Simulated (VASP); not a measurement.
# TaF3 in VASP: a series of runs

The runs below take TaF3 through single point, with PBE.

Everything below comes from runs of VASP 6.6.1. Logs are shortened: lines on timing, memory, paths and dates and some standing lists are left out, and cuts for length are marked.

### Step 1. The cell of the first run

It takes space group P4/mmm (No. 123, tetragonal). Conventional cell: a = 3.843 Å, b = 3.843 Å, c = 3.960 Å, α = 90.00°, β = 90.00°, γ = 90.00°. Within 2.5 Å of Ta (site symmetry 4/mmm) lie 6 F at 1.92 to 1.98 Å. Within 2.5 Å of F (site symmetry mmm) lie 2 Ta at 1.92 Å. F (site symmetry 4/mmm) has 2 Ta at 1.98 Å within 2.6 Å.

### Step 2. Single point, PBE (strain -0.015 along x and y, +0.015 along z)

File INCAR:

```
SYSTEM = TaF3
ALGO     = Normal         ! electronic algorithm
EDIFF    = 1E-7           ! SCF threshold, eV
ENCUT    = 520            ! plane-wave cutoff, eV
GGA      = PE             ! functional
ISIF     = 2              ! what is computed and relaxed
ISMEAR   = 0              ! smearing method
LASPH    = .True.         ! aspherical terms in the spheres
LCHARG   = .True.         ! write CHGCAR
LELF     = .True.         ! ELF
LREAL    = .False.        ! projectors in reciprocal space
LVHAR    = .True.       
LWAVE    = .False.        ! write WAVECAR
NBANDS   = 24             ! bands
NELM     = 60             ! most SCF steps
PREC     = Accurate       ! precision mode
SIGMA    = 0.15           ! smearing width, eV
```

File KPOINTS:

```
k-points
0
Gamma
  12 12 12
  0 0 0
```

File POSCAR:

```
TaF3
1.0
    3.8426820000      0.0000000000      0.0000000000
    0.0000000000      3.8426820000      0.0000000000
    0.0000000000      0.0000000000      3.9597180000
Ta F
1 3
Direct
    0.0000000000      0.0000000000      0.0000000000
    0.5000000000      0.0000000000      0.0000000000
    0.0000000000      0.5000000000      0.0000000000
    0.0000000000      0.0000000000      0.5000000000
```

Potentials or basis: VASP PAW PBE potentials, release 64 (Ta_pv, F).

Run with:

```sh
> cat potpaw_PBE.64/Ta_pv/POTCAR potpaw_PBE.64/F/POTCAR > POTCAR
> mpirun -np 1 vasp_std > vasp.out
```

OUTCAR:

```text
SYSTEM = TaF3
   EDIFF = 1E-7
   ENCUT = 520
   GGA = PE
   ISIF = 2
   ISMEAR = 0
   LASPH = .True.
   LREAL = .False.
   NELM = 60
   PREC = Accurate

 ion  position               nearest neighbor table
   1  0.000  0.000  0.000-   2 1.92   3 1.92   3 1.92   2 1.92   4 1.98   4 1.98
   2  0.500  0.000  0.000-   1 1.92   1 1.92
   3  0.000  0.500  0.000-   1 1.92   1 1.92
   4  0.000  0.000  0.500-   1 1.98   1 1.98

  LATTYP: Found a simple tetragonal cell.
 ALAT       =     3.8426820000
 C/A-ratio  =     1.0304568528

  Lattice vectors:

 A1 = (   3.8426820000,   0.0000000000,   0.0000000000)
 A2 = (   0.0000000000,   3.8426820000,   0.0000000000)
 A3 = (   0.0000000000,   0.0000000000,   3.9597180000)

Analysis of symmetry for initial positions (statically):
=====================================================================
 Subroutine PRICEL returns:
 Original cell was already a primitive cell.

 Routine SETGRP: Setting up the symmetry group for a
 simple tetragonal supercell.

 Subroutine GETGRP returns: Found 16 space group operations
 (whereof 16 operations were pure point group operations)
 out of a pool of 16 trial point group operations.

The static configuration has the point symmetry D_4h.

Analysis of symmetry for dynamics (positions and initial velocities):
=====================================================================
 Subroutine PRICEL returns:
 Original cell was already a primitive cell.

 Routine SETGRP: Setting up the symmetry group for a
 simple tetragonal supercell.

 Subroutine GETGRP returns: Found 16 space group operations
 (whereof 16 operations were pure point group operations)
 out of a pool of 16 trial point group operations.

The dynamic configuration has the point symmetry D_4h.

 Subroutine INISYM returns: Found 16 space group operations
 (whereof 16 operations are pure point group operations),
 and found     1 'primitive' translations

----------------------------------------------------------------------------------------

                                     Primitive cell

  volume of cell :      58.4700

  direct lattice vectors                    reciprocal lattice vectors
     3.842682000  0.000000000  0.000000000     0.260234909  0.000000000  0.000000000
     0.000000000  3.842682000  0.000000000     0.000000000  0.260234909  0.000000000
     0.000000000  0.000000000  3.959718000     0.000000000  0.000000000  0.252543237
[... 87 lines left out ...]
   NELM   =     60;   NELMIN=  2; NELMDL= -5     # of ELM steps
   EDIFF  = 0.1E-06   stopping-criterion for ELM
   LREAL  =      F    real-space projection
   EDIFFG = 0.1E-05   stopping-criterion for IOM
   NSW    =      0    number of steps for IOM
   IBRION =     -1    ionic relax: 0-MD 1-quasi-New 2-CG
   NFREE  =      0    steps in history (QN), initial steepest desc. (CG)
   ISIF   =      2    stress and relaxation
   ISYM   =      2    0-nonsym 1-usesym 2-fastsym
   POTIM  = 0.5000    time-step for ionic-motion
   TEBEG  =    0.0;   TEEND  =   0.0 temperature during run
   PSTRESS=    0.0 pullay stress
   NELECT =      32.0000    total number of electrons
   NUPDOWN=      -1.0000    fix difference up-down
   EMIN   =  10.00;   EMAX   =-10.00  energy-range for DOS
   EFERMI =   0.00;   METHOD = LEGACY
   ISMEAR =     0;   SIGMA  =   0.15  broadening in eV -4-tet -1-fermi 0-gaus
   EFERMI_NEDOS =   21; number of points for ismear=-14 and -15
   IALGO  =     38    algorithm
   IMIX   =      4    mixing-type and parameters
     AMIX     =   0.40;   BMIX     =  1.00
     AMIX_MAG =   1.60;   BMIX_MAG =  1.00
  volume/ion in A,a.u.               =      14.62        98.64
  Fermi-wavevector in a.u.,A,eV,Ry     =   1.339102  2.530537 24.397901  1.793195
  Thomas-Fermi vector in A             =   2.467521
   LORBIT       =      0    0 simple, 1 ext, 2 COOP (PROOUT), +10 PAW based schemes
   GGA     = PE    functional components
   LHFCALC =     F    Hartree Fock is set to
   AEXX    =    0.0000 exact exchange contribution
   IVDW    =     0    specifies the selected vdW correction
   LEPSILON=     F    determine dielectric tensor
   LRPA    =     F    only Hartree local field effects (RPA)
 non-spin polarized calculation
 Gauss-broadening in eV      SIGMA  =   0.15
  energy-cutoff  :      520.00
  volume of cell :       58.47
 maximum number of plane-waves:      1592
 NGX is ok and might be reduce to    30
   NGX = 15   NGY = 15   NGZ = 15

 number of electron      32.0000011 magnetization

 Free energy of the ion-electron system (eV)
  ---------------------------------------------------
  ext. energy  EPLUGINS =         0.00000000
  ---------------------------------------------------
  free energy    TOTEN  =       -25.82509626 eV

  energy without entropy =      -25.79645013  energy(sigma->0) =      -25.81077320

 E-fermi :   5.1332     XC(G=0):  -9.1171

 val. band max:        5.1330503682   @ k =   0.4167   0.2500   0.1667
 cond. band min:       5.1396679213   @ k =   0.2500   0.1667   0.4167
 fundamental gap:      0.0066175531
 Fermi energy:         5.1331649606

 k-point     1 :       0.0000    0.0000    0.0000
  band No.  band energies     occupation
      1     -32.0060      2.00000
      2     -32.0060      2.00000
      3     -31.8592      2.00000
      4     -24.2446      2.00000
      5     -23.9929      2.00000
      6     -23.4382      2.00000
[... 637 lines left out ...]
     23      12.4870      0.00000
     24      14.1121      0.00000

 [... further k-points ...]

------------------------ aborting loop because EDIFF is reached ----------------------------------------

  FORCE on cell =-STRESS in cart. coord.  units (eV):
  Direction    XX          YY          ZZ          XY          YZ          ZX
  --------------------------------------------------------------------------------------
  -------------------------------------------------------------------------------------
  Total       12.4982099     12.4982099      7.5590200      0.0000000     -0.0000000      0.0000000
  in kB      342.4721382    342.4721382    207.1299623      0.0000000     -0.0000000      0.0000000
  external PRESSURE =     297.3580796 kB  Pullay stress =       0.0000000 kB

 VOLUME and BASIS-vectors are now :
 -----------------------------------------------------------------------------
  energy-cutoff  :      520.00
  volume of cell :       58.47
      direct lattice vectors                 reciprocal lattice vectors
     3.842682000  0.000000000  0.000000000     0.260234909  0.000000000  0.000000000
     0.000000000  3.842682000  0.000000000     0.000000000  0.260234909  0.000000000
     0.000000000  0.000000000  3.959718000     0.000000000  0.000000000  0.252543237

 POSITION                                       TOTAL-FORCE (eV/Angst)
 -----------------------------------------------------------------------------------
      0.00000      0.00000      0.00000         0.000000      0.000000      0.000000
      1.92134      0.00000      0.00000         0.000000      0.000000      0.000000
      0.00000      1.92134      0.00000         0.000000      0.000000      0.000000
      0.00000      0.00000      1.97986         0.000000      0.000000      0.000000
 -----------------------------------------------------------------------------------
    total drift:                                0.000000      0.000000      0.000000

  FREE ENERGIE OF THE ION-ELECTRON SYSTEM (eV)
  ---------------------------------------------------
  free  energy   TOTEN  =       -25.8250962650 eV

  energy  without entropy=      -25.7964501250  energy(sigma->0) =      -25.81077320
```

OSZICAR:

```text
N       E                     dE             d eps       ncg     rms          rms(c)
DAV:   1     0.268264570445E+03    0.26826E+03   -0.18178E+04  9416   0.131E+03
DAV:   2    -0.146564038651E+02   -0.28292E+03   -0.27290E+03 11760   0.373E+02
DAV:   3    -0.278428345927E+02   -0.13186E+02   -0.13092E+02 11816   0.807E+01
DAV:   4    -0.279477469482E+02   -0.10491E+00   -0.10488E+00 10256   0.812E+00
DAV:   5    -0.279488441201E+02   -0.10972E-02   -0.10971E-02 11984   0.800E-01    0.319E+01
DAV:   6    -0.258276462486E+02    0.21212E+01   -0.72431E+00  9968   0.251E+01    0.163E+01
DAV:   7    -0.258229240698E+02    0.47222E-02   -0.19868E-01 10392   0.399E+00    0.910E+00
DAV:   8    -0.258238540371E+02   -0.92997E-03   -0.19215E-02 10616   0.141E+00    0.134E+00
DAV:   9    -0.258236989103E+02    0.15513E-03   -0.13058E-03 11160   0.302E-01    0.148E-01
DAV:  10    -0.258250207711E+02   -0.13219E-02   -0.15439E-03  9440   0.235E-01    0.241E-02
DAV:  11    -0.258250592752E+02   -0.38504E-04   -0.43824E-05 11112   0.510E-02    0.158E-02
DAV:  12    -0.258250861701E+02   -0.26895E-04   -0.19307E-05  9512   0.259E-02    0.763E-03
DAV:  13    -0.258250959701E+02   -0.98000E-05   -0.10862E-05  9744   0.154E-02    0.106E-02
DAV:  14    -0.258250961377E+02   -0.16762E-06   -0.36406E-07 10152   0.446E-03    0.213E-03
DAV:  15    -0.258250962736E+02   -0.13587E-06   -0.19079E-07  8184   0.269E-03    0.260E-04
DAV:  16    -0.258250962650E+02    0.86079E-08   -0.16348E-08  7776   0.879E-04
   1 F= -.25825096E+02 E0= -.25810773E+02  d E =-.286461E-01
```

It took 6.8 min on 1 thread of Intel Xeon Platinum 8259CL at 2.50GHz (Skylake/Cascade Lake), shared host; peak memory 0.34 GiB.

What came out:

| Quantity | Value |
| --- | --- |
| Free energy | -25.8251 eV |
| Pressure | 29.7 GPa |
| Band gap on the k mesh | zero (bands 16 and 17 overlap by 3.05 eV) |

Caveat: the cell differs from its parent crystal (strain -0.015 along x and y, +0.015 along z); the cell stands under pressure; spin-orbit coupling is left out, which moves the levels of the heavy elements.

### Step 3. Single point, PBE (strain -0.015 along x and y, +0.030 along z)

File INCAR:

```
SYSTEM = TaF3
ALGO = Normal
EDIFF = 1E-6
ENCUT = 520
GGA = PE
ISIF = 2
ISMEAR = 0
LASPH = .True.
LCHARG = .True.
LELF = .True.
LREAL = .False.
LVHAR = .True.
LWAVE = .False.
NBANDS = 24
NELM = 100
PREC = Accurate
SIGMA = 0.15
```

KPOINTS is that of step 2.

POSCAR, as its differences from that of step 2:

```diff
@@ -4,3 +4,3 @@
     0.0000000000      3.8426820000      0.0000000000
-    0.0000000000      0.0000000000      3.9597180000
+    0.0000000000      0.0000000000      4.0182360000
 Ta F
```

Potentials or basis: VASP PAW PBE potentials, release 64 (Ta_pv, F).

Run with:

```sh
> cat potpaw_PBE.64/Ta_pv/POTCAR potpaw_PBE.64/F/POTCAR > POTCAR
> mpirun -np 1 vasp_std > vasp.out
```

It took 5.6 min on 1 thread of Intel Xeon Platinum 8259CL at 2.50GHz (Skylake/Cascade Lake), shared host; peak memory 0.34 GiB.

Results (log left out):

```yaml
Free_energy: -25.9213 eV
Pressure: 26.9 GPa
Band_gap_on_the_k_mesh: zero (bands 16 and 17 overlap by 2.94 eV)
```

Stress tensor (GPa, compression positive):
```
33.17  0.00  0.00
 0.00 33.17  0.00
 0.00  0.00 14.39
```

Levels at points of the mesh, in eV from the Fermi level:
| k point | band 13 | band 14 | band 15 | band 16 | band 17 | band 18 | band 19 | band 20 |
| --- | --- | --- | --- | --- | --- | --- | --- | --- |
| (0.00, 0.00, 0.00) | -9.12 | -8.84 | -8.84 | -1.27 | -1.23 | -1.23 | -0.52 | 2.36 |
| (0.50, 0.00, 0.00) | -9.19 | -9.10 | -8.83 | -1.13 | 0.48 | 0.51 | 1.91 | 2.46 |
| (0.50, 0.50, 0.00) | -9.15 | -9.15 | -8.80 | 0.64 | 0.64 | 1.70 | 2.72 | 4.92 |
| (0.00, 0.00, 0.50) | -9.44 | -9.43 | -9.43 | -1.20 | 0.14 | 0.14 | 2.27 | 2.34 |
| (0.50, 0.00, 0.50) | -9.84 | -9.41 | -8.44 | 0.25 | 0.56 | 1.42 | 3.65 | 4.89 |
| (0.50, 0.50, 0.50) | -8.79 | -8.43 | -8.43 | 1.72 | 1.72 | 1.97 | 3.69 | 6.84 |

Caveat: the cell differs from its parent crystal (strain -0.015 along x and y, +0.030 along z); the cell stands under pressure; spin-orbit coupling is left out, which moves the levels of the heavy elements.

### Step 4. Single point, PBE (strain +0.030 along x and y, +0.030 along z)

File INCAR:

```
ALGO = Normal
EDIFF = 1E-6
ENCUT = 520
GGA = PE
ISIF = 2
ISMEAR = 0
LASPH = T
LCHARG = F
LREAL = F
LWAVE = F
NBANDS = 24
NELM = 60
PREC = Accurate
SIGMA = 0.15
```

File KPOINTS:

```
k-points
0
Gamma
  12 12 12
```

POSCAR, as its differences from that of step 3:

```diff
@@ -2,4 +2,4 @@
 1.0
-    3.8426820000      0.0000000000      0.0000000000
-    0.0000000000      3.8426820000      0.0000000000
+    4.0182360000      0.0000000000      0.0000000000
+    0.0000000000      4.0182360000      0.0000000000
     0.0000000000      0.0000000000      4.0182360000
```

Potentials or basis: VASP PAW PBE potentials, release 64 (Ta_pv, F).

Run with:

```sh
> cat potpaw_PBE.64/Ta_pv/POTCAR potpaw_PBE.64/F/POTCAR > POTCAR
> mpirun -np 1 vasp_std > vasp.out
```

OUTCAR:

```text
EDIFF = 1E-6
   ENCUT = 520
   GGA = PE
   ISIF = 2
   ISMEAR = 0
   LASPH = T
   LREAL = F
   NELM = 60
   PREC = Accurate

 ion  position               nearest neighbor table
   1  0.000  0.000  0.000-   2 2.01   3 2.01   4 2.01   4 2.01   3 2.01   2 2.01
   2  0.500  0.000  0.000-   1 2.01   1 2.01
   3  0.000  0.500  0.000-   1 2.01   1 2.01
   4  0.000  0.000  0.500-   1 2.01   1 2.01

  LATTYP: Found a simple cubic cell.
 ALAT       =     4.0182360000

  Lattice vectors:

 A1 = (   4.0182360000,   0.0000000000,   0.0000000000)
 A2 = (   0.0000000000,   4.0182360000,   0.0000000000)
 A3 = (   0.0000000000,   0.0000000000,   4.0182360000)

Analysis of symmetry for initial positions (statically):
=====================================================================
 Subroutine PRICEL returns:
 Original cell was already a primitive cell.

 Routine SETGRP: Setting up the symmetry group for a
[... 169 lines left out ...]
  free energy    TOTEN  =       -26.64267870 eV

  energy without entropy =      -26.60849392  energy(sigma->0) =      -26.62558631

 E-fermi :   4.0633     XC(G=0):  -8.6280

 val. band max:        4.0570856103   @ k =   0.3333   0.3333   0.0000
 cond. band min:       4.0842560473   @ k =   0.3333   0.0833   0.0833
 fundamental gap:      0.0271704369
 Fermi energy:         4.0632510670

 k-point     1 :       0.0000    0.0000    0.0000
  band No.  band energies     occupation
      1     -32.9191      2.00000
      2     -32.9191      2.00000
      3     -32.9191      2.00000
      4     -24.2688      2.00000
      5     -23.9629      2.00000
      6     -23.9629      2.00000
[... 637 lines left out ...]
     23      10.5830      0.00000
     24      12.1746      0.00000

 [... further k-points ...]

------------------------ aborting loop because EDIFF is reached ----------------------------------------

  FORCE on cell =-STRESS in cart. coord.  units (eV):
  Direction    XX          YY          ZZ          XY          YZ          ZX
  --------------------------------------------------------------------------------------
  -------------------------------------------------------------------------------------
  Total        4.0412121      4.0412121      4.0412121     -0.0000000      0.0000000     -0.0000000
  in kB       99.7966363     99.7966363     99.7966363     -0.0000000      0.0000000     -0.0000000
  external PRESSURE =      99.7966363 kB  Pullay stress =       0.0000000 kB

 VOLUME and BASIS-vectors are now :
 -----------------------------------------------------------------------------
  energy-cutoff  :      520.00
  volume of cell :       64.88
      direct lattice vectors                 reciprocal lattice vectors
     4.018236000  0.000000000  0.000000000     0.248865423  0.000000000  0.000000000
     0.000000000  4.018236000  0.000000000     0.000000000  0.248865423  0.000000000
     0.000000000  0.000000000  4.018236000     0.000000000  0.000000000  0.248865423

 POSITION                                       TOTAL-FORCE (eV/Angst)
 -----------------------------------------------------------------------------------
      0.00000      0.00000      0.00000         0.000000      0.000000      0.000000
      2.00912      0.00000      0.00000         0.000000      0.000000      0.000000
      0.00000      2.00912      0.00000         0.000000      0.000000      0.000000
      0.00000      0.00000      2.00912         0.000000      0.000000      0.000000
 -----------------------------------------------------------------------------------
    total drift:                                0.000000      0.000000      0.000000

  FREE ENERGIE OF THE ION-ELECTRON SYSTEM (eV)
  ---------------------------------------------------
  free  energy   TOTEN  =       -26.6426786997 eV

  energy  without entropy=      -26.6084939191  energy(sigma->0) =      -26.62558631
```

OSZICAR:

```text
N       E                     dE             d eps       ncg     rms          rms(c)
DAV:   1     0.265085173913E+03    0.26509E+03   -0.17968E+04  4032   0.129E+03
DAV:   2    -0.153471456400E+02   -0.28043E+03   -0.27096E+03  5128   0.364E+02
DAV:   3    -0.288055491757E+02   -0.13458E+02   -0.13348E+02  5096   0.801E+01
DAV:   4    -0.289173946631E+02   -0.11185E+00   -0.11180E+00  4216   0.825E+00
DAV:   5    -0.289185748890E+02   -0.11802E-02   -0.11802E-02  5144   0.820E-01    0.245E+01
DAV:   6    -0.266431253207E+02    0.22754E+01   -0.80539E+00  4256   0.252E+01    0.121E+01
DAV:   7    -0.266382111859E+02    0.49141E-02   -0.22474E-01  4224   0.418E+00    0.765E+00
DAV:   8    -0.266428101107E+02   -0.45989E-02   -0.30783E-02  4344   0.181E+00    0.143E+00
DAV:   9    -0.266415538228E+02    0.12563E-02   -0.45614E-03  4944   0.543E-01    0.209E-01
DAV:  10    -0.266425353132E+02   -0.98149E-03   -0.90594E-04  4088   0.225E-01    0.284E-02
DAV:  11    -0.266426723404E+02   -0.13703E-03   -0.11227E-04  4040   0.765E-02    0.163E-02
DAV:  12    -0.266426770365E+02   -0.46961E-05   -0.44313E-06  4472   0.178E-02    0.289E-03
DAV:  13    -0.266426786284E+02   -0.15919E-05   -0.14513E-06  3352   0.819E-03    0.803E-04
DAV:  14    -0.266426786997E+02   -0.71278E-07   -0.42571E-08  3520   0.184E-03
   1 F= -.26642679E+02 E0= -.26625586E+02  d E =-.341848E-01
```

stdout:

```text
POSCAR found type information on POSCAR TaF
 POSCAR found :  2 types and       4 ions
 scaLAPACK will be used
 LDA part: xc-table for (Slater+PW92), standard interpolation
 POSCAR, INCAR and KPOINTS ok, starting setup
 FFT: planning ... GRIDC
 FFT: planning ... GRID_SOFT
 FFT: planning ... GRID
 WAVECAR not read
 entering main loop
```

Wall time 95 s (1 thread of Intel Xeon 8259CL, shared host); peak memory 0.25 GiB.

Results:

```yaml
Free_energy: -26.6427 eV
Pressure: 10.0 GPa
Band_gap_on_the_k_mesh: zero (bands 16 and 17 overlap by 2.55 eV)
```

Levels at points of the mesh, in eV from the Fermi level:
```
           k point  band 12  band 13  band 14  band 15  band 16  band 17  band 18  band 19  band 20  band 21
(0.00, 0.00, 0.00)    -8.65    -8.62    -8.62    -8.62    -1.07    -1.07    -1.07    -0.28     2.14     2.14
(0.50, 0.00, 0.00)    -9.23    -8.73    -8.63    -8.63    -0.99     0.30     0.30     1.97     2.24     2.63
(0.50, 0.50, 0.00)    -9.29    -8.96    -8.96    -8.04     0.38     0.38     1.29     2.69     5.02     5.08
(0.50, 0.50, 0.50)   -10.46    -8.04    -8.04    -8.04     1.49     1.49     1.49     4.13     6.52     6.52
```

Caveat: the cell differs from its parent crystal (strain +0.030 along x and y, +0.030 along z); the cell stands under pressure; spin-orbit coupling is left out, which moves the levels of the heavy elements.

[end of part 1 of 2]
